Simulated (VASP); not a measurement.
## SiNi: electric field gradients with PBE

Crystal: SiNi.

```
Si Ni
1.0
     3.02662    0.00000    0.00000
     0.00000    3.27350    0.00000
     0.00000    0.00000    4.55683
Si Ni
2 2
Direct
  0.50000 0.50000 0.84230
  0.00000 0.00000 0.15770
  0.50000 0.50000 0.34422
  0.00000 0.00000 0.65578
```

This cell differs from its parent crystal: zz strain of -3 %.

```yaml
Program: VASP 6.6.1
Task: electric field gradients
Functional: PBE
Potentials_or_basis: VASP PAW PBE potentials, release 64 (Si, Ni)
Cutoff: 520 eV
k_mesh: 11 × 10 × 7
Occupations: fermi-dirac, width 0.05 eV
Spin: collinear spin, ferromagnetic start
Starting_moments: "[0.0, 0.0, 1.5, 1.5] μB"
Dipole_correction: no
Further_INCAR_settings: ALGO = Normal; EDIFF = 1e-08; NBANDS = 26
```

The pressure is 8.8 GPa. The largest force is 0.194 eV/Å and the band gap on the k mesh is zero (filled and empty bands overlap). The net moment is 0.00 μB per cell. The largest electric field gradient by atom is Si -43.6; Ni -24.6 V/Å² and the valence electrons inside the program's atomic spheres are Si 1.63; Ni 9.61.

Forces in eV/Å, atoms in the order of the input:
```
Si   0.000  0.000  0.194
Si   0.000  0.000 -0.194
Ni   0.000  0.000  0.052
Ni   0.000  0.000 -0.052
```

Stress tensor (GPa, compression positive):
```
 4.78  0.00  0.00
 0.00  5.02  0.00
 0.00  0.00 16.68
```

Levels at points of the mesh, in eV from the Fermi level:
Spin up:
```
           k point  band 10  band 11  band 12  band 13  band 14  band 15  band 16  band 17  band 18  band 19
(0.00, 0.00, 0.00)    -2.60    -2.43    -2.06    -1.99    -1.28     0.55     3.03     5.09     5.57     6.98
(0.00, 0.50, 0.00)    -2.68    -2.32    -2.32    -2.14    -2.14     1.51     1.51     4.47     4.47     7.42
```
Spin down:
| k point | band 11 | band 12 | band 13 | band 14 | band 15 | band 16 | band 17 | band 18 |
| --- | --- | --- | --- | --- | --- | --- | --- | --- |
| (0.00, 0.00, 0.00) | -2.43 | -2.06 | -1.99 | -1.28 | 0.55 | 3.03 | 5.09 | 5.57 |
| (0.00, 0.50, 0.00) | -2.32 | -2.32 | -2.14 | -2.14 | 1.51 | 1.51 | 4.47 | 4.47 |

Electric field gradients, principal values (V/Å²):
```
atom   least  middle  greatest (by size)
1 Si  13.390  30.198             -43.589
2 Si  13.390  30.198             -43.589
3 Ni  11.592  13.030             -24.622
4 Ni  11.592  13.030             -24.622
```

Wall time 2.1 min on 1 thread of Intel(R) Xeon(R) 6975P-C (Granite Rapids), with other jobs on the host, peak memory 0.34 GiB.

Caveat: the cell differs from its parent crystal (zz strain of -3 %); the cell stands under pressure; without QUAD_EFG the Cq values of the log hold for a quadrupole moment of 1 mb, not for the nuclei.
